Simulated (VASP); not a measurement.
Write the native input for VASP 6.6.1 that does the following.

| Quantity | Value |
| --- | --- |
| Task | single point |
| Functional | PBE |
| Potentials or basis | VASP PAW PBE potentials, release 64 (Li_sv, H) |
| Cutoff | 520 eV |
| k mesh | 10 × 10 × 10 |
| Occupations | fermi-dirac, width 0.02 eV |
| Spin | no spin polarisation |
| Dipole correction | no |
| Further INCAR settings | ALGO = Normal; EDIFF = 1e-06; NBANDS = 9 |

The structure of LiH lies in POSCAR:

```
LiH
1.0
   -0.0551528109      2.1579695667      2.1579695667
    2.1579695667     -0.0551528109      2.1579695667
    2.1579695667      2.1579695667     -0.0551528109
Li H
1 1
Direct
   -0.0019505792     -0.0019505792     -0.0019505792
    0.2519505792      0.2519505792      0.2519505792
```

This cell differs from its parent crystal: epitaxial 111 strain +3.2%.

These files were run (other wordings do the same):

INCAR

```
ALGO = Normal ; EDIFF = 1E-6
ENCUT = 520 ; GGA = PE
ISIF = 2 ; ISMEAR = -1
LASPH = T ; LCHARG = T
LELF = T ; LREAL = F
LVHAR = T ; LWAVE = F
NBANDS = 9 ; NELM = 100
PREC = Accurate ; SIGMA = 0.02
```

KPOINTS

```
k-points
0
Gamma
  10 10 10
```

Potentials or basis: VASP PAW PBE potentials, release 64 (Li_sv, H).

Command:

```sh
$ cat potpaw_PBE.64/Li_sv/POTCAR potpaw_PBE.64/H/POTCAR > POTCAR
$ mpirun -np 1 vasp_std > vasp.out
```

Results of the run:

| Item | Value |
| --- | --- |
| Band gap on the k mesh | 4.11 eV, indirect (least direct gap 5.06 eV) |

Caveat: the cell differs from its parent crystal (epitaxial 111 strain +3.2%).

It took 5.4 s on 1 thread of Intel(R) Xeon(R) 6975P-C (Granite Rapids), on a shared host, peak memory 0.14 GiB.
